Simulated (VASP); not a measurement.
Wanted: the native input for a VASP 6.6.1 run.

| Item | Value |
| --- | --- |
| Task | relaxation of cell and atoms |
| Functional | PBEsol |
| Potentials or basis | VASP PAW PBE potentials, release 64 (Sb) |
| Cutoff | 600 eV |
| k mesh | 10 × 10 × 10 |
| Occupations | fermi-dirac, width 0.05 eV |
| Spin | no spin polarisation |
| Target pressure | 10 GPa |
| Dipole correction | no |
| Further INCAR settings | ALGO = Normal; EDIFF = 1e-07; IBRION = 2; EDIFFG = -0.02; NSW = 80; ISIF = 3 |

The structure of Sb lies in POSCAR:

```
Sb
1.0
   -1.8713408863      1.8713408863      1.8713408863
    1.8713408863     -1.8713408863      1.8713408863
    1.8713408863      1.8713408863     -1.8713408863
Sb
1
Direct
    0.0000000000      0.0000000000      0.0000000000
```

These files were run (other wordings do the same):

INCAR

```
PREC = Accurate
ENCUT = 600
EDIFF = 1E-7
ISMEAR = -1
SIGMA = 0.05
LREAL = False
LASPH = True
NELM = 100
ALGO = Normal
ISIF = 3
LWAVE = False
LCHARG = False
GGA = PS
IBRION = 2
NSW = 80
EDIFFG = -0.02
PSTRESS = 100.0
```

KPOINTS

```
Automatic mesh
0
Gamma
  10 10 10
```

Potentials or basis: VASP PAW PBE potentials, release 64 (Sb).

Command:

```console
$ cat potpaw_PBE.64/Sb/POTCAR > POTCAR
$ mpirun -np 1 vasp_std > vasp.out
```

It gave:

```
Relaxed volume                                         : 23.36 Å³/atom
Relaxed cell                                           : a = 3.119 Å, b = 3.119 Å, c = 3.119 Å, α = 109.47°, β = 109.47°, γ = 109.47°
Space group after relaxing (to 0.05 Å)                 : Im-3m (No. 229)
Energy change on relaxing (the enthalpy is what falls) : +79.9 meV/atom
Ionic steps                                            : 4
Pressure after relaxing                                : 9.9 GPa
```

Caveat: the cell is relaxed towards a set pressure, so the enthalpy falls and the energy may rise; the PAW data sets were made with another functional, which shifts forces and pressure a little.

It took 71 s on 1 thread of AMD EPYC 7R13, on a shared host, peak memory 0.14 GiB.
